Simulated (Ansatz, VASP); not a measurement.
Two plane-wave programs on C

INCAR

```
PREC = Accurate ; ENCUT = 520
EDIFF = 1E-6 ; ISMEAR = 0
SIGMA = 0.1 ; LREAL = False
LASPH = True ; NELM = 60
ALGO = Normal ; ISIF = 2
LWAVE = False ; LCHARG = False
GGA = PS ; NBANDS = 16
```

KPOINTS

```
regular mesh
0
Gamma
  15 15 5
```

POSCAR

```
C
1.0
    2.4588792268      0.0000000000      0.0000000000
   -1.2294396134      2.1294518752      0.0000000000
    0.0000000000      0.0000000000      7.3070295267
C
4
Direct
    0.0000000000      0.0000000000      0.2500000000
    0.0000000000      0.0000000000      0.7500000000
    0.3333333333      0.6666666667      0.2500000000
    0.6666666667      0.3333333333      0.7500000000
```

Input for Ansatz:

```yaml
crystal:
  lattice:
    - [2.4588792268, 0.0, 0.0]
    - [-1.2294396134, 2.1294518752, 0.0]
    - [0.0, 0.0, 7.3070295267]
  atoms:
    - { symbol: C, position: [0.0, 0.0, 0.25] }
    - { symbol: C, position: [0.0, 0.0, 0.75] }
    - { symbol: C, position: [0.3333333333, 0.6666666667, 0.25] }
    - { symbol: C, position: [0.6666666667, 0.3333333333, 0.75] }
basis:
  ecutwfc: 420
kpoints:
  mp_grid: { grid: [15, 15, 5] }
hamiltonian:
  xc: pbesol
scf:
  occupations: { method: gaussian, width: 0.1 }
output:
  forces: true
  stress: true
  eigenvalues: true
```

Alike in both runs: task single point; functional PBEsol; k mesh 15 × 15 × 5; occupations gaussian, width 0.1 eV; no spin polarisation.

```csv
,VASP,Ansatz
version,VASP 6.6.1,Ansatz 0.2.0
potentials or method,"VASP PAW PBE potentials, release 64 (C), cutoff 520 eV","scalar-relativistic, plane waves, PAW"
valence electrons in the cell,16,16
```

Ansatz gave:

```
gap on the k mesh at the Fermi level (eV)                     : none
pressure (GPa)                                                : 0.0
traceless stress, the component that is largest in VASP (GPa) : -0.07
```

**Question.** Which values does VASP return?

**Answer.** gap on the k mesh at the Fermi level (eV): none; pressure (GPa): 0.6; traceless stress, the component that is largest in VASP (GPa): -0.76.

VASP's potentials were made for PBE, not for PBEsol. A gap of «none» marks a metal or a gap that the smearing closes.
